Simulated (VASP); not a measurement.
A run of VASP 6.6.1 is set up as follows.

INCAR

```
PREC = Accurate ; ENCUT = 600
EDIFF = 1E-6 ; ISMEAR = 0
SIGMA = 0.01 ; LREAL = False
LASPH = True ; NELM = 120
ALGO = Normal ; ISIF = 2
LWAVE = False ; LCHARG = False
NBANDS = 19 ; GGA_COMPAT = False
```

KPOINTS

```
Automatic mesh
0
Gamma
  6 6 6
```

Contents of POSCAR:

```
CaF2
1.0
    0.0000000000      2.5913061683      2.5913061683
    2.5913061683      0.0000000000      2.5913061683
    2.5913061683      2.5913061683      0.0000000000
Ca F
1 2
Direct
    0.0000000000      0.0000000000      0.0000000000
    0.2500000000      0.2500000000      0.2500000000
    0.7500000000      0.7500000000      0.7500000000
```

Potentials or basis: VASP PAW LDA potentials, release 64 (Ca_sv, F).

Run with:

```sh
$ cat potpaw_LDA.64/Ca_sv/POTCAR potpaw_LDA.64/F/POTCAR > POTCAR
$ mpirun -np 1 vasp_std > vasp.out
```

**Question.** Predict the band gap on the k mesh.

**Answer.** 7.88 eV (least direct gap 8.16 eV).

**Question.** Predict the pressure.

**Answer.** 10.8 GPa.

Caveat: the cell stands under pressure. A k mesh can miss the band edges.
